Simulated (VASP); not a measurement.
# AlAs (F-43m) in VASP: settings compared

AlAs is run at these levels: PBE, r2SCAN; tasks: single point.

Program: VASP 6.6.1. These are calculated values, not measurements. Logs are shortened: lines on timing, memory, paths and dates and some standing lists are left out, and cuts for length are marked.

**1. The cell of the first run**

Symmetry: F-43m, No. 216, cubic system. Conventional cell: a = 5.678 Å, b = 5.678 Å, c = 5.678 Å, α = 90.00°, β = 90.00°, γ = 90.00°. Within 3.2 Å of Al (site symmetry -43m) lie 4 As at 2.46 Å. Within 3.2 Å of As (site symmetry -43m) lie 4 Al at 2.46 Å.

**2. Single point, PBE**

Input file INCAR:

```
ALGO = Normal ; EDIFF = 1E-6
ENCUT = 500 ; GGA = PE
GGA_COMPAT = False ; ISIF = 2
ISMEAR = 0 ; LASPH = True
LCHARG = False ; LREAL = False
LWAVE = False ; NBANDS = 11
NELM = 120 ; PREC = Accurate
SIGMA = 0.01
```

Input file KPOINTS:

```
k-points
0
Gamma
  8 8 8
```

Input file POSCAR:

```
AlAs
1.0
    0.0000000000      2.8389251754      2.8389251754
    2.8389251754      0.0000000000      2.8389251754
    2.8389251754      2.8389251754      0.0000000000
Al As
1 1
Direct
    0.0000000000      0.0000000000      0.0000000000
    0.2500000000      0.2500000000      0.2500000000
```

Potentials or basis: VASP PAW PBE potentials, release 64 (Al, As).

Command:

```
cat potpaw_PBE.64/Al/POTCAR potpaw_PBE.64/As/POTCAR > POTCAR
mpirun -np 1 vasp_std > vasp.out
```

OUTCAR:

```text
EDIFF = 1E-6
   ENCUT = 500
   GGA = PE
   ISIF = 2
   ISMEAR = 0
   LASPH = True
   LREAL = False
   NELM = 120
   PREC = Accurate

 ion  position               nearest neighbor table
   1  0.000  0.000  0.000-   2 2.46   2 2.46   2 2.46   2 2.46
   2  0.250  0.250  0.250-   1 2.46   1 2.46   1 2.46   1 2.46

  LATTYP: Found a face centered cubic cell.
 ALAT       =     5.6778503508

  Lattice vectors:

 A1 = (   0.0000000000,   2.8389251754,   2.8389251754)
 A2 = (   2.8389251754,   0.0000000000,   2.8389251754)
 A3 = (   2.8389251754,   2.8389251754,   0.0000000000)

Analysis of symmetry for initial positions (statically):
=====================================================================
 Subroutine PRICEL returns:
 Original cell was already a primitive cell.

 Routine SETGRP: Setting up the symmetry group for a
 face centered cubic supercell.

 Subroutine GETGRP returns: Found 24 space group operations
 (whereof 24 operations were pure point group operations)
 out of a pool of 48 trial point group operations.

The static configuration has the point symmetry T_d .

Analysis of symmetry for dynamics (positions and initial velocities):
=====================================================================
 Subroutine PRICEL returns:
 Original cell was already a primitive cell.

 Routine SETGRP: Setting up the symmetry group for a
 face centered cubic supercell.

 Subroutine GETGRP returns: Found 24 space group operations
 (whereof 24 operations were pure point group operations)
 out of a pool of 48 trial point group operations.

The dynamic configuration has the point symmetry T_d .

 Subroutine INISYM returns: Found 24 space group operations
 (whereof 24 operations are pure point group operations),
 and found     1 'primitive' translations

----------------------------------------------------------------------------------------

                                     Primitive cell

  volume of cell :      45.7606

  direct lattice vectors                    reciprocal lattice vectors
     0.000000000  2.838925175  2.838925175    -0.176122993  0.176122993  0.176122993
     2.838925175  0.000000000  2.838925175     0.176122993 -0.176122993  0.176122993
     2.838925175  2.838925175  0.000000000     0.176122993  0.176122993 -0.176122993

  length of vectors
     4.014846486  4.014846486  4.014846486     0.305053973  0.305053973  0.305053973

  position of ions in fractional coordinates (direct lattice)
     0.000000000  0.000000000  0.000000000
     0.250000000  0.250000000  0.250000000

  ion indices of the primitive-cell ions
   primitive index   ion index
                 1           1
                 2           2

----------------------------------------------------------------------------------------

 KPOINTS: k-points

Automatic generation of k-mesh.
 Grid dimensions read from file:
 generate k-points for:    8    8    8

 Generating k-lattice:

  Cartesian coordinates                     Fractional coordinates (reciprocal lattice)
    -0.022015374  0.022015374  0.022015374     0.125000000  0.000000000  0.000000000
     0.022015374 -0.022015374  0.022015374     0.000000000  0.125000000  0.000000000
     0.022015374  0.022015374 -0.022015374     0.000000000  0.000000000  0.125000000

  Length of vectors
     0.038131747  0.038131747  0.038131747

  Shift w.r.t. Gamma in fractional coordinates (k-lattice)
     0.000000000  0.000000000  0.000000000

 Subroutine IBZKPT returns following result:
 ===========================================

 Found     29 irreducible k-points:

 Following reciprocal coordinates:
            Coordinates               Weight
  0.000000  0.000000  0.000000      1.000000
  0.125000  0.000000  0.000000      8.000000
  0.250000  0.000000  0.000000      8.000000
  0.375000  0.000000  0.000000      8.000000
  0.500000  0.000000  0.000000      4.000000
  0.125000  0.125000  0.000000      6.000000
[... 16 lines left out ...]
  0.500000  0.250000  0.125000     48.000000
 -0.375000  0.250000  0.125000     24.000000
 [... further k-points ...]
   k-points           NKPTS =     29   k-points in BZ     NKDIM =     29   number of bands    NBANDS=     11
   number of dos      NEDOS =    301   number of ions     NIONS =      2
   total plane-waves  NPLWV =  27000
   dimension x,y,z NGX =    30 NGY =   30 NGZ =   30
   dimension x,y,z NGXF=    60 NGYF=   60 NGZF=   60
   ions per type =               1   1
   NGX,Y,Z   is equivalent  to a cutoff of  12.42, 12.42, 12.42 a.u.
   NGXF,Y,Z  is equivalent  to a cutoff of  24.84, 24.84, 24.84 a.u.
 SYSTEM =  unknown system
   PREC   = accura    normal or accurate (medium, high low for compatibility)
   ISTART =      0    job   : 0-new  1-cont  2-samecut
   ICHARG =      2    charge: 1-file 2-atom 10-const
   ISPIN  =      1    spin polarized calculation?
   LNONCOLLINEAR =      F non collinear calculations
   LSORBIT =      F    spin-orbit coupling
   LASPH  =      T    aspherical Exc in radial PAW
   ENCUT  =  500.0 eV  36.75 Ry    6.06 a.u.   7.32  7.32  7.32*2*pi/ulx,y,z
   NELM   =    120;   NELMIN=  2; NELMDL= -5     # of ELM steps
   EDIFF  = 0.1E-05   stopping-criterion for ELM
   LREAL  =      F    real-space projection
   EDIFFG = 0.1E-04   stopping-criterion for IOM
   NSW    =      0    number of steps for IOM
   IBRION =     -1    ionic relax: 0-MD 1-quasi-New 2-CG
   NFREE  =      0    steps in history (QN), initial steepest desc. (CG)
   ISIF   =      2    stress and relaxation
   ISYM   =      2    0-nonsym 1-usesym 2-fastsym
   POTIM  = 0.5000    time-step for ionic-motion
   TEBEG  =    0.0;   TEEND  =   0.0 temperature during run
   PSTRESS=    0.0 pullay stress
   NELECT =       8.0000    total number of electrons
   NUPDOWN=      -1.0000    fix difference up-down
   EMIN   =  10.00;   EMAX   =-10.00  energy-range for DOS
   EFERMI =   0.00;   METHOD = LEGACY
   ISMEAR =     0;   SIGMA  =   0.01  broadening in eV -4-tet -1-fermi 0-gaus
   EFERMI_NEDOS =   21; number of points for ismear=-14 and -15
   IALGO  =     38    algorithm
   IMIX   =      4    mixing-type and parameters
     AMIX     =   0.40;   BMIX     =  1.00
     AMIX_MAG =   1.60;   BMIX_MAG =  1.00
  volume/ion in A,a.u.               =      22.88       154.40
  Fermi-wavevector in a.u.,A,eV,Ry     =   0.915393  1.729842 11.400923  0.837944
  Thomas-Fermi vector in A             =   2.040129
   LORBIT       =      0    0 simple, 1 ext, 2 COOP (PROOUT), +10 PAW based schemes
   GGA     = PE    functional components
   LHFCALC =     F    Hartree Fock is set to
   AEXX    =    0.0000 exact exchange contribution
   IVDW    =     0    specifies the selected vdW correction
   LEPSILON=     F    determine dielectric tensor
   LRPA    =     F    only Hartree local field effects (RPA)
 non-spin polarized calculation
 Gauss-broadening in eV      SIGMA  =   0.01
  energy-cutoff  :      500.00
  volume of cell :       45.76
 maximum number of plane-waves:      1211
 NGX is ok and might be reduce to    30
   NGX = 15   NGY = 15   NGZ = 15

 number of electron       7.9999999 magnetization

 Free energy of the ion-electron system (eV)
  ---------------------------------------------------
  ext. energy  EPLUGINS =         0.00000000
  ---------------------------------------------------
  free energy    TOTEN  =        -9.37958248 eV

  energy without entropy =       -9.37958248  energy(sigma->0) =       -9.37958248

 E-fermi :   3.9360     XC(G=0):  -9.0065

 val. band max:        3.8130435219   @ k =   0.0000   0.0000   0.0000
 cond. band min:       5.2633560268   @ k =   0.5000   0.5000   0.0000
 fundamental gap:      1.4503125048
 Fermi energy:         3.9360061022

 k-point     1 :       0.0000    0.0000    0.0000
  band No.  band energies     occupation
      1      -8.0014      2.00000
      2       3.8130      2.00000
      3       3.8130      2.00000
      4       3.8130      2.00000
      5       5.8025      0.00000
      6       8.0848      0.00000
      7       8.0848      0.00000
      8       8.0848      0.00000
      9      12.6353      0.00000
     10      12.8068      0.00000
     11      12.8068      0.00000

 k-point     2 :       0.1250    0.0000    0.0000
  band No.  band energies     occupation
      1      -7.8502      2.00000
      2       2.3880      2.00000
      3       3.6533      2.00000
      4       3.6533      2.00000
      5       6.5585      0.00000
      6       8.3647      0.00000
      7       8.3647      0.00000
      8       8.4806      0.00000
      9      12.2095      0.00000
     10      12.2095      0.00000
     11      13.3557      0.00000

 k-point     3 :       0.2500    0.0000    0.0000
  band No.  band energies     occupation
      1      -7.4310      2.00000
      2       0.4437      2.00000
      3       3.3378      2.00000
      4       3.3378      2.00000
      5       6.3929      0.00000
      6       8.7074      0.00000
      7       8.7074      0.00000
      8      10.2147      0.00000
      9      12.1049      0.00000
     10      12.1049      0.00000
     11      13.1839      0.00000

 k-point     4 :       0.3750    0.0000    0.0000
  band No.  band energies     occupation
      1      -6.8897      2.00000
      2      -1.0905      2.00000
      3       3.0856      2.00000
      4       3.0856      2.00000
      5       6.0518      0.00000
      6       8.6001      0.00000
      7       8.6001      0.00000
      8      11.4983      0.00000
      9      13.3896      0.00000
     10      13.3896      0.00000
     11      13.4967      0.00000

 k-point     5 :       0.5000    0.0000    0.0000
  band No.  band energies     occupation
      1      -6.6012      2.00000
      2      -1.7191      2.00000
      3       2.9940      2.00000
      4       2.9940      2.00000
      5       5.9227      0.00000
      6       8.4864      0.00000
      7       8.4864      0.00000
      8      11.5465      0.00000
      9      14.9338      0.00000
     10      15.3325      0.00000
     11      15.3325      0.00000
[... 211 lines left out ...]
 k-point    21 :       0.5000    0.5000    0.0000
  band No.  band energies     occupation
      1      -6.0589      2.00000
      2      -1.5879      2.00000
      3       1.6591      2.00000
      4       1.6591      2.00000
      5       5.2634      0.00000
      6       6.1049      0.00000
      7      14.0785      0.00000
      8      14.0785      0.00000
      9      15.4893      0.00000
     10      16.3197      0.00000
     11      16.3197      0.00000

 k-point    22 :       0.3750    0.2500    0.1250
  band No.  band energies     occupation
      1      -7.0803      2.00000
      2       0.0634      2.00000
      3       1.8777      2.00000
      4       2.8450      2.00000
      5       7.3975      0.00000
      6       8.0478      0.00000
      7       9.1072      0.00000
      8      10.3086      0.00000
      9      11.9561      0.00000
     10      14.2131      0.00000
     11      15.7864      0.00000

 k-point    23 :       0.5000    0.2500    0.1250
  band No.  band energies     occupation
      1      -6.5934      2.00000
      2      -0.9410      2.00000
      3       1.2960      2.00000
      4       2.4672      2.00000
      5       7.4762      0.00000
      6       8.2552      0.00000
      7       9.5759      0.00000
      8      10.6506      0.00000
      9      13.1148      0.00000
     10      14.3223      0.00000
     11      15.9452      0.00000

 k-point    24 :      -0.3750    0.2500    0.1250
  band No.  band energies     occupation
      1      -6.3424      2.00000
      2      -1.4156      2.00000
      3       1.1453      2.00000
      4       2.2860      2.00000
      5       7.4613      0.00000
      6       8.0489      0.00000
      7      10.4577      0.00000
      8      11.4214      0.00000
      9      12.1368      0.00000
     10      14.7883      0.00000
     11      16.0576      0.00000

 [... further k-points ...]

------------------------ aborting loop because EDIFF is reached ----------------------------------------

  FORCE on cell =-STRESS in cart. coord.  units (eV):
  Direction    XX          YY          ZZ          XY          YZ          ZX
  --------------------------------------------------------------------------------------
  -------------------------------------------------------------------------------------
  Total        0.5917111      0.5917111      0.5917111     -0.0000000      0.0000000      0.0000000
  in kB       20.7170762     20.7170762     20.7170762     -0.0000000      0.0000000      0.0000000
  external PRESSURE =      20.7170762 kB  Pullay stress =       0.0000000 kB

 VOLUME and BASIS-vectors are now :
 -----------------------------------------------------------------------------
  energy-cutoff  :      500.00
  volume of cell :       45.76
      direct lattice vectors                 reciprocal lattice vectors
     0.000000000  2.838925175  2.838925175    -0.176122993  0.176122993  0.176122993
     2.838925175  0.000000000  2.838925175     0.176122993 -0.176122993  0.176122993
     2.838925175  2.838925175  0.000000000     0.176122993  0.176122993 -0.176122993

 POSITION                                       TOTAL-FORCE (eV/Angst)
 -----------------------------------------------------------------------------------
      0.00000      0.00000      0.00000         0.000000      0.000000      0.000000
      1.41946      1.41946      1.41946        -0.000000     -0.000000     -0.000000
 -----------------------------------------------------------------------------------
    total drift:                               -0.000000     -0.000000     -0.000000

  FREE ENERGIE OF THE ION-ELECTRON SYSTEM (eV)
  ---------------------------------------------------
  free  energy   TOTEN  =        -9.3795824765 eV

  energy  without entropy=       -9.3795824765  energy(sigma->0) =       -9.37958248
```

Run time: 17 s. Hardware: 1 thread of Intel Xeon 8259CL, shared host; peak memory 0.17 GiB.

Results:

```
Free energy            : -9.3796 eV
Pressure               : 2.1 GPa
Band gap on the k mesh : 1.45 eV (least direct gap 1.99 eV)
```

A k mesh can miss the band edges.

**3. Single point, r2SCAN (21.51 Å³/atom)**

This run uses another cell than the first one, of 21.51 Å³/atom.

Input file POSCAR:

```
AlAs
1.0
    0.0000000000      2.7809716655      2.7809716655
    2.7809716655      0.0000000000      2.7809716655
    2.7809716655      2.7809716655      0.0000000000
Al As
1 1
Direct
    0.0000000000      0.0000000000      0.0000000000
    0.2500000000      0.2500000000      0.2500000000
```

Input file INCAR.step1:

```
PREC = Accurate ; ENCUT = 550
ISMEAR = 0 ; SIGMA = 0.01
LREAL = False ; LASPH = True
NELM = 120 ; NBANDS = 11
GGA = PE ; ALGO = Normal
EDIFF = 1E-5 ; LWAVE = True
LCHARG = False ; GGA_COMPAT = False
```

Input file INCAR.step2:

```
PREC = Accurate ; ENCUT = 550
EDIFF = 1E-6 ; ISMEAR = 0
SIGMA = 0.01 ; LREAL = False
LASPH = True ; NELM = 120
ALGO = Normal ; ISIF = 2
LWAVE = False ; LCHARG = False
METAGGA = R2SCAN ; LMIXTAU = True
NBANDS = 11 ; ISTART = 1
GGA_COMPAT = False
```

Input file KPOINTS:

```
regular mesh
0
Gamma
  6 6 6
```

Potentials or basis: VASP PAW PBE potentials, release 64 (Al, As).

Command:

```
cat potpaw_PBE.64/Al/POTCAR potpaw_PBE.64/As/POTCAR > POTCAR
cp INCAR.step1 INCAR
mpirun -np 1 vasp_std > vasp.out
cp INCAR.step2 INCAR
mpirun -np 1 vasp_std > vasp.out
```

It took 51 s on 1 thread of Intel Xeon 8259CL, shared host; peak memory 0.17 GiB.

It converged, with:

```
Free energy            : -22.6438 eV
Pressure               : 5.4 GPa
Band gap on the k mesh : 1.70 eV (least direct gap 3.17 eV)
```

Levels at points of the mesh, in eV from the valence-band top:
| k point | band 1 | band 2 | band 3 | band 4 | band 5 | band 6 | band 7 | band 8 |
| --- | --- | --- | --- | --- | --- | --- | --- | --- |
| (0.00, 0.00, 0.00) | -12.63 | 0.00 | 0.00 | 0.00 | 3.17 | 4.81 | 4.81 | 4.81 |
| (0.50, 0.00, 0.00) | -11.02 | -5.94 | -0.89 | -0.89 | 2.87 | 5.14 | 5.14 | 8.52 |
| (0.50, 0.50, 0.00) | -10.39 | -5.74 | -2.37 | -2.37 | 1.70 | 2.69 | 11.62 | 11.62 |

Caveat: the cell stands under pressure; the PAW data sets were made with another functional, which shifts forces and pressure a little. r2SCAN opens gaps a little over a GGA but as a rule still falls short of measured ones.
